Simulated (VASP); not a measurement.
Zr:

```
Zr
1.0
    -1.83382    1.83382    1.83382
     1.83382   -1.83382    1.83382
     1.83382    1.83382   -1.83382
Zr
1
Direct
  0.00000 0.00000 0.00000
```

Base run:

```yaml
Program: VASP 6.6.1
Functional: PBEsol
Potentials_or_basis: VASP PAW PBE potentials, release 64 (Zr_sv)
Cutoff: 500 eV
k_mesh: 10 × 10 × 10
Occupations: fermi-dirac, width 0.05 eV
Spin: no spin polarisation
```

Its results: band gap on the k mesh zero (band 6 reaches 9.05 eV, above the bottom of band 7 at 7.28 eV); pressure -9.4 GPa.

**Question.** The run is repeated on the same cell with these changes: functional from PBEsol to LDA; potentials or basis from VASP PAW PBE potentials, release 64 (Zr_sv) to VASP PAW LDA potentials, release 64 (Zr_sv). What comes out?

**Answer.** Band gap on the k mesh zero (band 6 reaches 8.94 eV, above the bottom of band 7 at 7.21 eV); pressure -12.0 GPa.

Caveats: the PAW data sets were made with another functional, which shifts forces and pressure a little (some runs).
